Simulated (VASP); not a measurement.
# MoS2 (P6_3/mmc) in VASP: notebook

Aim: see how the results for MoS2 move with the level of theory and the settings. Levels: PBEsol, PBE+D4, RPBE+D4. Tasks: single point.

Program: VASP 6.6.1. These are calculated values, not measurements. Logs are shortened: lines on timing, memory, paths and dates and some standing lists are left out, and cuts for length are marked.

**1. The cell of the first run**

Symmetry: P6_3/mmc, No. 194, hexagonal system. Conventional cell: a = 3.169 Å, b = 3.169 Å, c = 12.324 Å, α = 90.00°, β = 90.00°, γ = 120.00°. Within 3.2 Å of Mo (site symmetry -6m2) lie 6 S at 2.41 Å and 6 Mo at 3.17 Å. Within 3.2 Å of S (site symmetry 3m) lie 3 Mo at 2.41 Å and 7 S at 3.13 to 3.17 Å.

**2. Single point, PBEsol, non-collinear spin, zero start, spin-orbit coupling**

Input file INCAR:

```
PREC = Accurate ; ENCUT = 520
EDIFF = 1E-6 ; ISMEAR = -1
SIGMA = 0.05 ; LREAL = False
LASPH = True ; NELM = 150
ALGO = Normal ; ISIF = 2
LWAVE = False ; LCHARG = False
LNONCOLLINEAR = True ; MAGMOM = 0 0 0 0 0 0 0 0 0 0 0 0 0 0 0 0 0 0
LORBIT = 11 ; LSORBIT = True
GGA_COMPAT = False ; LORBMOM = True
LMAXMIX = 4 ; GGA = PS
NBANDS = 68
```

Input file KPOINTS:

```
Automatic mesh
0
Gamma
  7 7 3
```

Input file POSCAR:

```
MoS2
1.0
    3.1690000000      0.0000000000      0.0000000000
   -1.5845000000      2.7444345046      0.0000000000
    0.0000000000      0.0000000000     12.3240000000
Mo S
2 4
Direct
    0.6666666667      0.3333333333      0.7500000000
    0.3333333333      0.6666666667      0.2500000000
    0.6666666667      0.3333333333      0.3770000000
    0.3333333333      0.6666666667      0.8770000000
    0.6666666667      0.3333333333      0.1230000000
    0.3333333333      0.6666666667      0.6230000000
```

Potentials or basis: VASP PAW PBE potentials, release 64 (Mo_sv, S).

Started as:

```bash
> cat potpaw_PBE.64/Mo_sv/POTCAR potpaw_PBE.64/S/POTCAR > POTCAR
> mpirun -np 1 vasp_ncl > vasp.out
```

OUTCAR:

```text
PREC = Accurate
   ENCUT = 520
   EDIFF = 1E-6
   ISMEAR = -1
   LREAL = False
   LASPH = True
   NELM = 150
   ISIF = 2
   LNONCOLLINEAR = True
   LORBIT = 11
   LSORBIT = True
   GGA = PS

 ion  position               nearest neighbor table
   1  0.667  0.333  0.750-   4 2.41   6 2.41   4 2.41   6 2.41   4 2.41   6 2.41
   2  0.333  0.667  0.250-   3 2.41   5 2.41   3 2.41   5 2.41   3 2.41   5 2.41
   3  0.667  0.333  0.377-   2 2.41   2 2.41   2 2.41
   4  0.333  0.667  0.877-   1 2.41   1 2.41   1 2.41
   5  0.667  0.333  0.123-   2 2.41   2 2.41   2 2.41
   6  0.333  0.667  0.623-   1 2.41   1 2.41   1 2.41

  LATTYP: Found a hexagonal cell.
 ALAT       =     3.1690000000
 C/A-ratio  =     3.8889239508

  Lattice vectors:

 A1 = (   3.1690000000,   0.0000000000,   0.0000000000)
 A2 = (  -1.5845000000,   2.7444345046,   0.0000000000)
 A3 = (   0.0000000000,   0.0000000000,  12.3240000000)

Analysis of symmetry for initial positions (statically):
=====================================================================
 Subroutine PRICEL returns:
 Original cell was already a primitive cell.

 Routine SETGRP: Setting up the symmetry group for a
 hexagonal supercell.

 Subroutine GETGRP returns: Found 24 space group operations
 (whereof 12 operations were pure point group operations)
 out of a pool of 24 trial point group operations.

The static configuration has the point symmetry D_3d.
 The point group associated with its full space group is D_6h.

Analysis of symmetry for dynamics (positions and initial velocities):
=====================================================================
 Subroutine PRICEL returns:
 Original cell was already a primitive cell.

 Routine SETGRP: Setting up the symmetry group for a
 hexagonal supercell.

 Subroutine GETGRP returns: Found 24 space group operations
 (whereof 12 operations were pure point group operations)
 out of a pool of 24 trial point group operations.

The dynamic configuration has the point symmetry D_3d.
 The point group associated with its full space group is D_6h.

Analysis of structural, dynamic, and magnetic symmetry:
=====================================================================
 Subroutine PRICEL returns:
 Original cell was already a primitive cell.

 Routine SETGRP: Setting up the symmetry group for a
 hexagonal supercell.

 Subroutine GETGRP returns: Found 24 space group operations
 (whereof 12 operations were pure point group operations)
 out of a pool of 24 trial point group operations.

The overall configuration has the point symmetry D_3d.
 The point group associated with its full space group is D_6h.

 Subroutine INISYM returns: Found 24 space group operations
 (whereof 12 operations are pure point group operations),
 and found     1 'primitive' translations

----------------------------------------------------------------------------------------

                                     Primitive cell

  volume of cell :     107.1832

  direct lattice vectors                    reciprocal lattice vectors
     3.169000000  0.000000000  0.000000000     0.315556958  0.182186895  0.000000000
    -1.584500000  2.744434505  0.000000000     0.000000000  0.364373789  0.000000000
     0.000000000  0.000000000 12.324000000     0.000000000  0.000000000  0.081142486

  length of vectors
     3.169000000  3.169000000 12.324000000     0.364373789  0.364373789  0.081142486

  position of ions in fractional coordinates (direct lattice)
     0.666666667  0.333333333  0.750000000
     0.333333333  0.666666667  0.250000000
     0.666666667  0.333333333  0.377000000
     0.333333333  0.666666667  0.877000000
     0.666666667  0.333333333  0.123000000
     0.333333333  0.666666667  0.623000000

  ion indices of the primitive-cell ions
   primitive index   ion index
                 1           1
                 2           2
                 3           3
                 4           4
                 5           5
                 6           6

----------------------------------------------------------------------------------------

 KPOINTS: Automatic mesh

Automatic generation of k-mesh.
 Grid dimensions read from file:
 generate k-points for:    7    7    3

 Generating k-lattice:
[... 75 lines left out ...]
  Fermi-wavevector in a.u.,A,eV,Ry     =   1.286373  2.430893 22.514325  1.654756
  Thomas-Fermi vector in A             =   2.418452
   LORBIT       =     11    0 simple, 1 ext, 2 COOP (PROOUT), +10 PAW based schemes
   GGA     = PS    functional components
   LHFCALC =     F    Hartree Fock is set to
   AEXX    =    0.0000 exact exchange contribution
   IVDW    =     0    specifies the selected vdW correction
   LEPSILON=     F    determine dielectric tensor
   LRPA    =     F    only Hartree local field effects (RPA)
  energy-cutoff  :      520.00
  volume of cell :      107.18
 maximum number of plane-waves:      5804
 NGX is ok and might be reduce to    24
   NGX = 11   NGY = 11   NGZ = 45

 number of electron      51.9999997 magnetization       0.0000000      0.0000000      0.0000000

 number of electron      51.9999997 magnetization      -0.0000000     -0.0000000     -0.0000000

 number of electron      51.9999997 magnetization      -0.0000000      0.0000000      0.0000000

 number of electron      51.9999997 magnetization       0.0000000     -0.0000000     -0.0000000

 Free energy of the ion-electron system (eV)
  ---------------------------------------------------
  ext. energy  EPLUGINS =         0.00000000
  ---------------------------------------------------
  free energy    TOTEN  =       -47.07772441 eV

  energy without entropy =      -47.07772135  energy(sigma->0) =      -47.07772288

 E-fermi :   7.8468     XC(G=0): -10.9951

 val. band max:        7.4121437353   @ k =   0.0000   0.0000   0.0000
 cond. band min:       8.3748253633   @ k =   0.1429   0.1429   0.0000
 fundamental gap:      0.9626816280
 Fermi energy:         7.8467552053

 k-point     1 :       0.0000    0.0000    0.0000
  band No.  band energies     occupation
      1     -54.0041      1.00000
      2     -54.0041      1.00000
      3     -54.0041      1.00000
      4     -54.0041      1.00000
      5     -29.6767      1.00000
      6     -29.6767      1.00000
[... 1061 lines left out ...]
     63      10.1818      0.00000
     64      10.1818      0.00000
 [bands above 64 left out]

------------------------ aborting loop because EDIFF is reached ----------------------------------------

  FORCE on cell =-STRESS in cart. coord.  units (eV):
  Direction    XX          YY          ZZ          XY          YZ          ZX
  --------------------------------------------------------------------------------------
  -------------------------------------------------------------------------------------
  Total       -2.1855458     -2.1855458     -1.6005634      0.0000000     -0.0000000      0.0000000
  in kB      -32.6695905    -32.6695905    -23.9252606      0.0000000     -0.0000000      0.0000000
  external PRESSURE =     -29.7548139 kB  Pullay stress =       0.0000000 kB

 VOLUME and BASIS-vectors are now :
 -----------------------------------------------------------------------------
  energy-cutoff  :      520.00
  volume of cell :      107.18
      direct lattice vectors                 reciprocal lattice vectors
     3.169000000  0.000000000  0.000000000     0.315556958  0.182186895  0.000000000
    -1.584500000  2.744434505  0.000000000     0.000000000  0.364373789  0.000000000
     0.000000000  0.000000000 12.324000000     0.000000000  0.000000000  0.081142486

 POSITION                                       TOTAL-FORCE (eV/Angst)
 -----------------------------------------------------------------------------------
      1.58450      0.91481      9.24300         0.000000     -0.000000     -0.000000
     -0.00000      1.82962      3.08100        -0.000000     -0.000000      0.000000
      1.58450      0.91481      4.64615        -0.000000     -0.000000     -0.308754
     -0.00000      1.82962     10.80815         0.000000      0.000000     -0.308754
      1.58450      0.91481      1.51585        -0.000000     -0.000000      0.308754
     -0.00000      1.82962      7.67785         0.000000      0.000000      0.308754
 -----------------------------------------------------------------------------------
    total drift:                                0.000000     -0.000000      0.000000

  FREE ENERGIE OF THE ION-ELECTRON SYSTEM (eV)
  ---------------------------------------------------
  free  energy   TOTEN  =       -47.0777244122 eV

  energy  without entropy=      -47.0777213512  energy(sigma->0) =      -47.07772288

 orbital moment (x)

 # of ion     p       d       tot
 ----------------------------------------
  1        -0.000  -0.000  -0.000
  2        -0.000  -0.000  -0.000
  3         0.000   0.000   0.000
  4         0.000   0.000   0.000
  5         0.000   0.000   0.000
  6        -0.000   0.000  -0.000
 ----------------------------------------
            0.000  -0.000   0.000

 orbital moment (y)

 # of ion     p       d       tot
 ----------------------------------------
  1         0.000   0.000   0.000
  2        -0.000   0.000   0.000
  3         0.000   0.000   0.000
  4        -0.000   0.000  -0.000
  5         0.000   0.000   0.000
  6        -0.000   0.000  -0.000
 ----------------------------------------
            0.000   0.000   0.000

 orbital moment (z)

 # of ion     p       d       tot
 ----------------------------------------
  1         0.000  -0.000  -0.000
  2         0.000  -0.000  -0.000
  3         0.000   0.000   0.000
  4         0.000   0.000   0.000
  5         0.000   0.000   0.000
  6         0.000   0.000   0.000
 ----------------------------------------
            0.000  -0.000  -0.000

 Spin-Orbit-Coupling matrix elements

 Ion:    1  E_soc:     -0.1925012
 l=   1
     0.0000000    -0.0295360    -0.0295665
    -0.0295360     0.0000000    -0.0295360
    -0.0295665    -0.0295360     0.0000000
 l=   2
     0.0000000    -0.0004821     0.0000000    -0.0004821    -0.0021445
    -0.0004821     0.0000000    -0.0015667    -0.0004058    -0.0004821
     0.0000000    -0.0015667     0.0000000    -0.0015667     0.0000000
    -0.0004821    -0.0004058    -0.0015667     0.0000000    -0.0004821
    -0.0021445    -0.0004821     0.0000000    -0.0004821     0.0000000
 l=   3
     0.0000000     0.0000000     0.0000000     0.0000000     0.0000000     0.0000000     0.0000000
     0.0000000     0.0000000     0.0000000     0.0000000     0.0000000     0.0000000     0.0000000
     0.0000000     0.0000000     0.0000000     0.0000000     0.0000000     0.0000000     0.0000000
     0.0000000     0.0000000     0.0000000     0.0000000     0.0000000     0.0000000     0.0000000
[... 89 lines left out ...]
 l=   2
     0.0000000     0.0000000     0.0000000     0.0000000     0.0000000
     0.0000000     0.0000000     0.0000000     0.0000000     0.0000000
     0.0000000     0.0000000     0.0000000     0.0000000     0.0000000
     0.0000000     0.0000000     0.0000000     0.0000000     0.0000000
     0.0000000     0.0000000     0.0000000     0.0000000     0.0000000
 l=   3
     0.0000000     0.0000000     0.0000000     0.0000000     0.0000000     0.0000000     0.0000000
     0.0000000     0.0000000     0.0000000     0.0000000     0.0000000     0.0000000     0.0000000
     0.0000000     0.0000000     0.0000000     0.0000000     0.0000000     0.0000000     0.0000000
     0.0000000     0.0000000     0.0000000     0.0000000     0.0000000     0.0000000     0.0000000
     0.0000000     0.0000000     0.0000000     0.0000000     0.0000000     0.0000000     0.0000000
     0.0000000     0.0000000     0.0000000     0.0000000     0.0000000     0.0000000     0.0000000
     0.0000000     0.0000000     0.0000000     0.0000000     0.0000000     0.0000000     0.0000000

 total charge

# of ion       s       p       d       tot
------------------------------------------
    1        2.293   6.222   3.957  12.472
    2        2.293   6.222   3.957  12.472
    3        1.358   2.315   0.000   3.673
    4        1.358   2.315   0.000   3.673
    5        1.358   2.315   0.000   3.673
    6        1.358   2.315   0.000   3.673
--------------------------------------------------
tot         10.019  21.704   7.913  39.636

 magnetization (x)

# of ion       s       p       d       tot
------------------------------------------
    1        0.000  -0.000   0.000   0.000
    2        0.000  -0.000   0.000  -0.000
    3       -0.000  -0.000   0.000  -0.000
    4        0.000   0.000   0.000   0.000
    5        0.000  -0.000   0.000  -0.000
    6       -0.000   0.000   0.000   0.000
--------------------------------------------------
tot          0.000  -0.000   0.000  -0.000

 magnetization (y)

# of ion       s       p       d       tot
------------------------------------------
    1        0.000  -0.000   0.000  -0.000
    2       -0.000   0.000   0.000  -0.000
    3       -0.000   0.000   0.000  -0.000
    4        0.000  -0.000   0.000  -0.000
    5        0.000  -0.000   0.000  -0.000
    6        0.000   0.000   0.000   0.000
--------------------------------------------------
tot          0.000  -0.000   0.000  -0.000

 magnetization (z)

# of ion       s       p       d       tot
------------------------------------------
    1        0.000   0.000   0.000   0.000
    2        0.000   0.000   0.000   0.000
    3        0.000   0.000   0.000   0.000
    4        0.000   0.000   0.000   0.000
    5        0.000   0.000   0.000   0.000
    6        0.000   0.000   0.000   0.000
--------------------------------------------------
tot          0.000   0.000   0.000   0.000
```

Wall time 4 min (1 thread of Intel Xeon Platinum 8375C at 2.90GHz (Ice Lake), shared host); peak memory 0.52 GiB.

What came out:

```
Free energy                                           : -47.0777 eV
Pressure                                              : -3.0 GPa
Largest force                                         : 0.309 eV/Å
Net moment                                            : 0.00 μB per cell
Valence electrons inside the program's atomic spheres : Mo 12.47; S 3.67
```

Forces on the atoms (eV/Å):
```
Mo   0.000  0.000  0.000
Mo   0.000  0.000  0.000
S    0.000  0.000 -0.309
S    0.000  0.000 -0.309
S    0.000  0.000  0.309
S    0.000  0.000  0.309
```

Moments on the atoms (μB; x, y, z):
```
Mo  0.00 0.00 0.00
Mo  0.00 0.00 0.00
S   0.00 0.00 0.00
S   0.00 0.00 0.00
S   0.00 0.00 0.00
S   0.00 0.00 0.00
```

Caveat: the PAW data sets were made with another functional, which shifts forces and pressure a little; this functional lacks dispersion, which binds the layers, so the pressure and a relaxed spacing across them are unreliable.

[end of part 1 of 2]
